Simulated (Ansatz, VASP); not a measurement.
## Si5N3: VASP beside Ansatz

```
Si N
1.0
     4.60350    0.00000    0.00000
     0.00000    4.60350    0.00000
     0.00000    0.00000    4.60350
Si N
5 3
Direct
  0.00000 0.00000 0.00000
  0.71111 0.28889 0.71111
  0.28889 0.71111 0.71111
  0.28889 0.28889 0.28889
  0.71111 0.71111 0.28889
  0.50000 0.50000 0.00000
  0.50000 0.00000 0.50000
  0.00000 0.50000 0.50000
```

Alike in both runs: functional PBE; k mesh 4 × 4 × 4; occupations gaussian, width 0.2 eV; no spin polarisation.

Ansatz relaxed the structure, and its values are those at the end. VASP's run is a single point on that final structure, the one shown.

```csv
,VASP,Ansatz
version,VASP 6.6.1,Ansatz 0.2.0
potentials or method,"VASP PAW PBE potentials, release 64 (Si, N), cutoff 520 eV","scalar-relativistic, plane waves, PAW"
valence electrons in the cell,35,35
```

VASP gave:

| Quantity | Value |
| --- | --- |
| gap on the k mesh at the Fermi level (eV) | none |
| pressure (GPa) | -0.4 |
| rms of the force components (eV/Å) | 0.018 |

Problem. What did Ansatz give for the same quantities?

Solution. gap on the k mesh at the Fermi level (eV): none; pressure (GPa): -0.4; rms of the force components (eV/Å): 0.014.

A gap of «none» marks a metal or a gap that the smearing closes. The functional is the same, so the differences come from potentials, cutoffs and numerics.
